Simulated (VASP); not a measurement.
# AlGaN2 (P-4m2) in VASP: a series of runs

The runs below take AlGaN2 through G0W0 quasiparticle levels, with HSE06, r2SCAN.

Everything below comes from runs of VASP 6.6.1. Logs are shortened: lines on timing, memory, paths and dates and some standing lists are left out, and cuts for length are marked.

## Step 1: The cell of the first run

Symmetry: P-4m2, No. 115, tetragonal system. Conventional cell: a = 3.138 Å, b = 3.138 Å, c = 4.423 Å, α = 90.00°, β = 90.00°, γ = 90.00°. Al (site symmetry -4m2) has 4 N at 1.89 Å within 2.5 Å. Within 2.6 Å of Ga (site symmetry -4m2) lie 4 N at 1.95 Å. N (site symmetry 2mm) has 2 Al at 1.89 Å and 2 Ga at 1.95 Å within 2.5 Å.

## Step 2: G0W0 quasiparticle levels, HSE06

The input, POSCAR:

```
AlGaN2
1.0
    3.1384692830      0.0000000000      0.0000000000
    0.0000000000      3.1384692830      0.0000000000
    0.0000000000      0.0000000000      4.4227212057
Al Ga N
1 1 2
Direct
    0.5000000000      0.5000000000      0.5000000000
    0.0000000000      0.0000000000      0.0000000000
    0.5000000000      0.0000000000      0.7390927671
    0.0000000000      0.5000000000      0.2609072329
```

The input, INCAR.step1:

```
PREC = Accurate
ENCUT = 500
EDIFF = 1E-5
ISMEAR = 0
SIGMA = 0.02
LREAL = F
LASPH = T
NELM = 100
ALGO = Normal
ISIF = 2
LWAVE = T
LCHARG = F
GGA = PE
```

The input, INCAR.step2:

```
PREC = Accurate
ENCUT = 500
EDIFF = 1E-8
ISMEAR = 0
SIGMA = 0.01
LREAL = F
LASPH = T
NELM = 100
ALGO = Normal
LWAVE = T
LCHARG = F
GGA = PE
LHFCALC = T
HFSCREEN = 0.2
PRECFOCK = Normal
ISTART = 1
```

The input, INCAR.step3:

```
PREC = Accurate
ENCUT = 500
EDIFF = 1E-8
ISMEAR = 0
SIGMA = 0.01
LREAL = F
LASPH = T
NELM = 1
ALGO = Exact
LWAVE = T
LCHARG = F
GGA = PE
LHFCALC = T
HFSCREEN = 0.2
PRECFOCK = Normal
ISTART = 1
NBANDS = 176
LOPTICS = T
```

The input, INCAR.step4:

```
PREC = Accurate
ENCUT = 500
EDIFF = 1E-8
ISMEAR = 0
SIGMA = 0.01
LREAL = F
LASPH = T
ALGO = EVGW0
LWAVE = F
LCHARG = F
GGA = PE
LHFCALC = T
HFSCREEN = 0.2
PRECFOCK = Fast
ISTART = 1
NELMGW = 1
NBANDS = 176
ENCUTGW = 140.0
NOMEGA = 48
NBANDSGW = 21
```

The input, KPOINTS:

```
regular mesh
0
Gamma
  4 4 4
```

Potentials or basis: VASP PAW PBE potentials, release 64 (Al_GW, Ga_d_GW, N_GW).

Started as:

```
$ cat potpaw_PBE.64/Al_GW/POTCAR potpaw_PBE.64/Ga_d_GW/POTCAR potpaw_PBE.64/N_GW/POTCAR > POTCAR
$ cp INCAR.step1 INCAR
$ mpirun -np 1 vasp_std > vasp.out
$ cp INCAR.step2 INCAR
$ mpirun -np 1 vasp_std > vasp.out
$ cp INCAR.step3 INCAR
$ mpirun -np 1 vasp_std > vasp.out
$ cp INCAR.step4 INCAR
$ mpirun -np 1 vasp_std > vasp.out
```

OUTCAR:

```text
PREC = Accurate
   ENCUT = 500
   EDIFF = 1E-8
   ISMEAR = 0
   LREAL = F
   LASPH = T
   GGA = PE
   LHFCALC = T
   HFSCREEN = 0.2
   PRECFOCK = Fast
   ISTART = 1
   NELMGW = 1
   ENCUTGW = 140.0

 ion  position               nearest neighbor table
   1  0.500  0.500  0.500-   3 1.89   4 1.89   3 1.89   4 1.89
   2  0.000  0.000  0.000-   3 1.95   4 1.95   4 1.95   3 1.95
   3  0.500  0.000  0.739-   1 1.89   1 1.89   2 1.95   2 1.95
   4  0.000  0.500  0.261-   1 1.89   1 1.89   2 1.95   2 1.95

  LATTYP: Found a simple tetragonal cell.
 ALAT       =     3.1384692830
 C/A-ratio  =     1.4091969068

  Lattice vectors:

 A1 = (   3.1384692830,   0.0000000000,   0.0000000000)
 A2 = (   0.0000000000,   3.1384692830,   0.0000000000)
 A3 = (   0.0000000000,   0.0000000000,   4.4227212057)

Analysis of symmetry for initial positions (statically):
=====================================================================
 Subroutine PRICEL returns:
 Original cell was already a primitive cell.

 Routine SETGRP: Setting up the symmetry group for a
 simple tetragonal supercell.

 Subroutine GETGRP returns: Found  8 space group operations
 (whereof  8 operations were pure point group operations)
 out of a pool of 16 trial point group operations.

The static configuration has the point symmetry D_2d.

Analysis of symmetry for dynamics (positions and initial velocities):
=====================================================================
 Subroutine PRICEL returns:
 Original cell was already a primitive cell.

 Routine SETGRP: Setting up the symmetry group for a
 simple tetragonal supercell.

 Subroutine GETGRP returns: Found  8 space group operations
 (whereof  8 operations were pure point group operations)
 out of a pool of 16 trial point group operations.

The dynamic configuration has the point symmetry D_2d.

 Subroutine INISYM returns: Found  8 space group operations
 (whereof  8 operations are pure point group operations),
 and found     1 'primitive' translations

----------------------------------------------------------------------------------------

                                     Primitive cell

  volume of cell :      43.5638

  direct lattice vectors                    reciprocal lattice vectors
     3.138469283  0.000000000  0.000000000     0.318626665  0.000000000  0.000000000
     0.000000000  3.138469283  0.000000000     0.000000000  0.318626665  0.000000000
     0.000000000  0.000000000  4.422721206     0.000000000  0.000000000  0.226105141

  length of vectors
     3.138469283  3.138469283  4.422721206     0.318626665  0.318626665  0.226105141

  position of ions in fractional coordinates (direct lattice)
     0.500000000  0.500000000  0.500000000
     0.000000000  0.000000000  0.000000000
     0.500000000  0.000000000  0.739092767
     0.000000000  0.500000000  0.260907233

  ion indices of the primitive-cell ions
   primitive index   ion index
                 1           1
                 2           2
                 3           3
                 4           4

----------------------------------------------------------------------------------------

 KPOINTS: regular mesh

Automatic generation of k-mesh.
 Grid dimensions read from file:
 generate k-points for:    4    4    4

 Generating k-lattice:

  Cartesian coordinates                     Fractional coordinates (reciprocal lattice)
     0.079656666  0.000000000  0.000000000     0.250000000  0.000000000  0.000000000
     0.000000000  0.079656666  0.000000000     0.000000000  0.250000000  0.000000000
     0.000000000  0.000000000  0.056526285     0.000000000  0.000000000  0.250000000

  Length of vectors
     0.079656666  0.079656666  0.056526285

  Shift w.r.t. Gamma in fractional coordinates (k-lattice)
     0.000000000  0.000000000  0.000000000

 Subroutine IBZKPT returns following result:
 ===========================================

 Found     18 irreducible k-points:

 Following reciprocal coordinates:
            Coordinates               Weight
  0.000000  0.000000  0.000000      1.000000
  0.250000  0.000000  0.000000      4.000000
  0.500000  0.000000  0.000000      2.000000
  0.250000  0.250000  0.000000      4.000000
  0.500000  0.250000  0.000000      4.000000
  0.500000  0.500000  0.000000      1.000000
[... 10 lines left out ...]
  0.500000  0.250000  0.500000      4.000000
  0.500000  0.500000  0.500000      1.000000
   k-points           NKPTS =     18   k-points in BZ     NKDIM =     64   number of bands    NBANDS=    176
   number of dos      NEDOS =    301   number of ions     NIONS =      4
   total plane-waves  NPLWV =  18432
   dimension x,y,z NGX =    24 NGY =   24 NGZ =   32
   dimension x,y,z NGXF=    48 NGYF=   48 NGZF=   64
   ions per type =               1   1   2
   NGX,Y,Z   is equivalent  to a cutoff of  12.71, 12.71, 12.03 a.u.
   NGXF,Y,Z  is equivalent  to a cutoff of  25.43, 25.43, 24.06 a.u.
 SYSTEM =  unknown system
   PREC   = accura    normal or accurate (medium, high low for compatibility)
   ISTART =      1    job   : 0-new  1-cont  2-samecut
   ICHARG =      0    charge: 1-file 2-atom 10-const
   ISPIN  =      1    spin polarized calculation?
   LNONCOLLINEAR =      F non collinear calculations
   LSORBIT =      F    spin-orbit coupling
   LASPH  =      T    aspherical Exc in radial PAW
   ENCUT  =  500.0 eV  36.75 Ry    6.06 a.u.   5.72  5.72  8.06*2*pi/ulx,y,z
   NELM   =     60;   NELMIN=  2; NELMDL=  0     # of ELM steps
   EDIFF  = 0.1E-07   stopping-criterion for ELM
   LREAL  =      F    real-space projection
   EDIFFG = 0.1E-06   stopping-criterion for IOM
   NSW    =      0    number of steps for IOM
   IBRION =     -1    ionic relax: 0-MD 1-quasi-New 2-CG
   NFREE  =      0    steps in history (QN), initial steepest desc. (CG)
   ISIF   =      0    stress and relaxation
   ISYM   =      3    0-nonsym 1-usesym 2-fastsym
   POTIM  = 0.5000    time-step for ionic-motion
   TEBEG  =    0.0;   TEEND  =   0.0 temperature during run
   PSTRESS=    0.0 pullay stress
   NELECT =      26.0000    total number of electrons
   NUPDOWN=      -1.0000    fix difference up-down
   EMIN   =  10.00;   EMAX   =-10.00  energy-range for DOS
   EFERMI =   0.00;   METHOD = LEGACY
   ISMEAR =     0;   SIGMA  =   0.01  broadening in eV -4-tet -1-fermi 0-gaus
   EFERMI_NEDOS =   21; number of points for ismear=-14 and -15
   IALGO  =     38    algorithm
   IMIX   =      1    mixing-type and parameters
     AMIX     =   0.40;   BMIX     =  1.00
     AMIX_MAG =   1.60;   BMIX_MAG =  1.00
  volume/ion in A,a.u.               =      10.89        73.50
  Fermi-wavevector in a.u.,A,eV,Ry     =   1.378344  2.604692 25.848772  1.899831
  Thomas-Fermi vector in A             =   2.503414
   LORBIT       =      0    0 simple, 1 ext, 2 COOP (PROOUT), +10 PAW based schemes
   GGA     = PE    functional components
   LHFCALC =     T    Hartree Fock is set to
   PRECFOCK=fast      Normal, Fast or Accurate (Low or Medium for compatibility)
   ENCUT4O =  -1.0   cutoff for four orbital integrals eV
   NKREDX  =     1    reduce k-point grid by
   NKREDY  =     1    reduce k-point grid by
   NKREDZ  =     1    reduce k-point grid by
   AEXX    =    1.0000 exact exchange contribution
   HFSCREEN=    0.0000 screening length (either q_TF or 0.3 A-1)
   HFSCREENC=   0.2000 screening length for correlation (either q_TF or 0.3 A-1)
   ENCUTFOCK=  -1.0 apply spherical cutoff to Coloumb kernel
   IVDW    =     0    specifies the selected vdW correction
   LEPSILON=     F    determine dielectric tensor
   LRPA    =     F    only Hartree local field effects (RPA)
   LRPAFORCE           =     F    calculate RPA forces
   ENCUTGW             = 140.0    cutoff for response function in eV
   ENCUTGWSOFT         = 112.0    soft cutoff for Coulomb kernel in GW response function in eV
   ENCUTLF             =  -1.0    cutoff for local field effects
   NELMGW              =     1    number of iterations in solving QP/BSE equation
   NELMHF              =     1    number of iterations in the inner HF iteration
   NKREDLFX            =     1    NKREDLFY  =   1   NKREDLFZ  =   1
 non-spin polarized calculation
 Gauss-broadening in eV      SIGMA  =   0.01
  energy-cutoff  :      500.00
  volume of cell :       43.56
 maximum number of plane-waves:      1136
 NGX is ok and might be reduce to    24
  NGX = 14; NGY = 14; NGZ = 20
 maximum number of plane-waves:       184
 NGX is ok and might be reduce to    14

 QP shifts <psi_nk| G(iteration)W_0 |psi_nk>: iteration 1
 for sc-GW calculations column KS-energies equals QP-energies in previous step
 and V_xc(KS)=  KS-energies - (<T + V_ion + V_H > + <T+V_H+V_ion>^1  + <V_x>^1)

 k-point   1 :       0.0000    0.0000    0.0000
  band No.  KS-energies  QP-energies   sigma(KS)   V_xc(KS)     V^pw_x(r,r')   Z            occupation Imag(sigma)

      1     -12.8141     -12.6823     -17.1487     -17.3277     -24.7787       0.7362       2.0000       1.1150
      2     -11.7909     -12.4616     -24.0493     -23.1602     -32.4487       0.7544       2.0000       0.4412
      3     -10.9373     -12.0080     -26.6031     -25.2143     -35.2691       0.7709       2.0000       0.2057
      4     -10.9373     -12.0080     -26.6031     -25.2143     -35.2691       0.7709       2.0000       0.2057
      5     -10.8672     -11.9650     -26.5067     -25.0807     -35.0784       0.7698       2.0000       0.1722
      6     -10.7328     -11.8524     -26.8127     -25.3701     -35.4298       0.7761       2.0000       0.1607
[... 13 lines left out ...]
     20      19.0063      19.5249     -12.7477     -13.4198      -6.9731       0.7716       0.0000      -0.2119
     21      21.1909      21.3626     -11.1406     -11.3634      -4.8088       0.7703       0.0000      -0.3651

 k-point   2 :       0.2500    0.0000    0.0000
  band No.  KS-energies  QP-energies   sigma(KS)   V_xc(KS)     V^pw_x(r,r')   Z            occupation Imag(sigma)

      1     -12.3581     -12.3365     -18.4494     -18.4786     -26.1830       0.7416       2.0000       0.9794
      2     -11.7824     -12.4159     -23.8059     -22.9660     -32.1763       0.7542       2.0000       0.4660
      3     -10.9293     -12.0030     -26.6180     -25.2284     -35.2866       0.7726       2.0000       0.2054
      4     -10.8892     -11.9274     -26.1477     -24.7985     -34.7004       0.7695       2.0000       0.2171
      5     -10.7679     -11.8819     -26.7528     -25.3145     -35.3625       0.7745       2.0000       0.1627
      6     -10.7405     -11.7471     -25.9187     -24.6155     -34.4210       0.7725       2.0000       0.2383
[... 13 lines left out ...]
     20      18.1651      18.7119     -12.1357     -12.8331      -6.7059       0.7841       0.0000      -0.1701
     21      19.5292      19.8739      -9.9871     -10.4193      -4.4926       0.7976       0.0000      -0.2146

 k-point   3 :       0.5000    0.0000    0.0000
  band No.  KS-energies  QP-energies   sigma(KS)   V_xc(KS)     V^pw_x(r,r')   Z            occupation Imag(sigma)

      1     -11.9660     -12.4447     -22.7479     -22.1116     -31.0276       0.7524       2.0000       0.5795
      2     -11.7542     -12.2042     -22.3661     -21.7669     -30.5160       0.7511       2.0000       0.5884
      3     -10.9208     -11.9966     -26.6334     -25.2431     -35.3043       0.7738       2.0000       0.2048
      4     -10.8336     -11.9063     -26.4091     -25.0163     -34.9777       0.7702       2.0000       0.1865
      5     -10.8025     -11.9112     -26.6936     -25.2599     -35.2957       0.7733       2.0000       0.1644
      6      -9.9189     -10.3795     -22.6793     -22.0734     -30.5906       0.7602       2.0000       0.5157
[... 13 lines left out ...]
     20      17.8989      18.2429      -8.8760      -9.2990      -3.8362       0.8133       0.0000      -0.1483
     21      18.0136      18.4071     -10.5601     -11.0471      -5.3985       0.8080       0.0000      -0.1632
[... 329 lines left out ...]
      1     -11.8977     -12.4546     -23.2929     -22.5547     -31.6341       0.7543       2.0000       0.5216
      2     -11.7206     -12.2868     -23.3892     -22.6397     -31.7038       0.7554       2.0000       0.5095
      3     -10.8895     -11.9736     -26.6493     -25.2465     -35.3040       0.7728       2.0000       0.1970
      4     -10.8602     -11.9608     -26.5629     -25.1379     -35.1453       0.7723       2.0000       0.1703
      5     -10.7624     -11.8677     -26.6949     -25.2705     -35.3092       0.7760       2.0000       0.1701
      6      -9.3813      -9.6844     -21.9251     -21.5238     -29.6373       0.7553       2.0000       0.5645
[... 13 lines left out ...]
     20      17.8443      18.4090     -11.2107     -11.9202      -6.0435       0.7958       0.0000      -0.1487
     21      18.4828      18.8824     -10.8224     -11.3211      -5.5902       0.8012       0.0000      -0.1719

 k-point  18 :       0.5000    0.5000    0.5000
  band No.  KS-energies  QP-energies   sigma(KS)   V_xc(KS)     V^pw_x(r,r')   Z            occupation Imag(sigma)

      1     -11.7753     -12.3997     -23.8333     -23.0070     -32.2298       0.7557       2.0000       0.4687
      2     -11.7753     -12.3997     -23.8333     -23.0070     -32.2298       0.7557       2.0000       0.4687
      3     -10.9154     -12.0065     -26.4467     -25.0300     -35.0120       0.7702       2.0000       0.1751
      4     -10.7841     -11.8746     -26.8171     -25.4076     -35.4946       0.7736       2.0000       0.1939
      5     -10.7461     -11.8566     -26.7304     -25.3010     -35.3488       0.7769       2.0000       0.1681
      6      -8.8294      -9.0618     -21.7944     -21.4863     -29.3988       0.7542       2.0000       0.5631
[... 13 lines left out ...]
     20      17.4292      17.8067     -10.3338     -10.8000      -5.4356       0.8099       0.0000      -0.1252
     21      17.8035      18.4855     -11.5668     -12.4227      -6.4485       0.7968       0.0000      -0.1332
```

Run time: 2 h. Hardware: 1 thread of Intel Xeon 6975P-C (Granite Rapids), shared host; peak memory 1.1 GiB.

What came out:

| Property | Result |
| --- | --- |
| Quasiparticle gap | 4.85 eV |
| Least direct quasiparticle gap | 4.85 eV |
| Band gap of the starting levels on the mesh | 4.21 eV |
| Least direct gap of the starting levels on the mesh | 4.21 eV |

Caveat: the k points lie up to 0.50 Å⁻¹ apart; bands, screening cutoff and mesh are small and nothing is extrapolated, so the quasiparticle values aren't converged.

[end of part 1 of 2]
